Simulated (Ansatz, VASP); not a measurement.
## Se: VASP beside Ansatz

```
Se
1.0
     4.33932    0.00000    0.00000
    -2.16966    3.75796    0.00000
     0.00000    0.00000    4.92545
Se
3
Direct
  0.22540 0.00000 0.33333
  0.00000 0.22540 0.66666
  0.77460 0.77460 0.00000
```

Alike in both runs: task single point; functional r2SCAN; k mesh 7 × 7 × 5; no spin polarisation.

|  | VASP | Ansatz |
| --- | --- | --- |
| version | VASP 6.6.1 | Ansatz 0.2.0 |
| potentials or method | VASP PAW PBE potentials, release 64 (Se), cutoff 520 eV | PAW plane waves |
| occupations | fermi-dirac, width 0.1 eV | fermi-dirac |
| valence electrons in the cell | 18 | 48 |

Ansatz gave:

| Quantity | Value |
| --- | --- |
| pressure (GPa) | 2.5 |
| traceless stress, the component that is largest in VASP (GPa) | 0.97 |
| rms of the force components (eV/Å) | 0.137 |

Problem. Which values does VASP return?

Solution. Pressure (GPa): 2.5; traceless stress, the component that is largest in VASP (GPa): 0.96; rms of the force components (eV/Å): 0.139.

VASP's potentials were made for PBE, not for r2SCAN. Atom by atom the forces differ by 0.002 eV/Å (rms over components). VASP's potentials hold 18 valence electrons a cell and Ansatz's 48, so a difference there can come from the potentials and not from the codes. Ansatz's warnings: structure snapped to symmetry.
